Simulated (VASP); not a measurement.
A run of VASP 6.6.1 is set up as follows.

The input INCAR:

```
  PREC = Accurate
  ENCUT = 520
  EDIFF = 1E-6
  ISMEAR = 0
  SIGMA = 0.15
  LREAL = F
  LASPH = T
  NELM = 60
  ALGO = Fast
  ISIF = 2
  LWAVE = F
  LCHARG = F
  GGA = PS
  NBANDS = 11
```

Contents of KPOINTS:

```
Automatic mesh
0
Gamma
  24 24 24
```

The input POSCAR:

```
Pd
1.0
    0.0000000000      2.2452230429      1.4593949779
    2.2452230429      0.0000000000      1.4593949779
    2.2452230429      2.2452230429      0.0000000000
Pd
1
Direct
    0.0000000000      0.0000000000      0.0000000000
```

Potentials or basis: VASP PAW PBE potentials, release 64 (Pd).

The run is started by

```bash
$ cat potpaw_PBE.64/Pd/POTCAR > POTCAR
$ mpirun -np 1 vasp_std > vasp.out
```

Task: Estimate the pressure.

Result: -1.0 GPa.

Task: What does it give for the band gap on the k mesh?

Result: Zero (bands 5 and 6 overlap by 1.65 eV).

Stress tensor (GPa, compression positive):
```
-0.57  0.00  0.00
 0.00 -0.57  0.00
 0.00  0.00 -1.75
```

Caveat: the PAW data sets were made with another functional, which shifts forces and pressure a little.
